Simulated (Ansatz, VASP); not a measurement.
**RbCd in VASP and in Ansatz**

File INCAR:

```
ALGO     = Normal         # electronic algorithm
EDIFF    = 1E-7           # SCF threshold, eV
ENCUT    = 520            # plane-wave cutoff, eV
GGA      = PE             # functional
ISIF     = 2              # what is computed and relaxed
ISMEAR   = -1             # smearing method
LASPH    = T              # aspherical terms in the spheres
LCHARG   = F              # write CHGCAR
LREAL    = F              # projectors in reciprocal space
LWAVE    = F              # write WAVECAR
NBANDS   = 29             # bands
NELM     = 80             # most SCF steps
PREC     = Accurate       # precision mode
SIGMA    = 0.05           # smearing width, eV
```

KPOINTS

```
k-points
0
Gamma
  7 7 7
```

File POSCAR:

```
RbCd
1.0
    0.0000000000      4.3861517179      4.3861517179
    4.3861517179      0.0000000000      4.3861517179
    4.3861517179      4.3861517179      0.0000000000
Rb Cd
2 2
Direct
    0.1250000000      0.1250000000      0.1250000000
   -0.1250000000     -0.1250000000     -0.1250000000
    0.3750000000      0.3750000000      0.3750000000
   -0.3750000000     -0.3750000000     -0.3750000000
```

Input for Ansatz:

```yaml
crystal:
  lattice:
    - [0.0, 4.3861517179, 4.3861517179]
    - [4.3861517179, 0.0, 4.3861517179]
    - [4.3861517179, 4.3861517179, 0.0]
  atoms:
    - { symbol: Rb, position: [0.125, 0.125, 0.125] }
    - { symbol: Rb, position: [-0.125, -0.125, -0.125] }
    - { symbol: Cd, position: [0.375, 0.375, 0.375] }
    - { symbol: Cd, position: [-0.375, -0.375, -0.375] }
kpoints:
  mp_grid: { grid: [7, 7, 7] }
  band_path:
    path:
      - [0.0, 0.0, 0.0]
      - [0.5, 0.0, 0.5]
      - [0.625, 0.25, 0.625]
      - [0.375, 0.375, 0.75]
      - [0.0, 0.0, 0.0]
      - [0.5, 0.5, 0.5]
      - [0.5, 0.25, 0.75]
      - [0.5, 0.0, 0.5]
    npoints: 14
scf:
  occupations: { method: fermi_dirac, width: 0.05 }
hamiltonian:
  xc: pbe
  pseudopotentials: { kind: all_electron, lapw: { basis_error: 0.0005 } }
output:
  forces: true
  stress: true
  eigenvalues: true
  populations: true
  dos: { projected: true, de: 0.2, e_range: [-14, 8] }
```

Alike in both runs: task single point; functional PBE; k mesh 7 × 7 × 7; occupations fermi-dirac, width 0.05 eV; no spin polarisation.

```csv
,VASP,Ansatz
version,VASP 6.6.1,Ansatz 0.2.0
potentials or method,"VASP PAW PBE potentials, release 64 (Rb_sv, Cd), cutoff 520 eV","all-electron LAPW, scalar-relativistic"
```

```csv
,VASP,Ansatz,Ansatz less VASP
pressure (GPa),0.0,0.0,-0.02
```

Ansatz ran all-electron here, and VASP with PAW potentials.
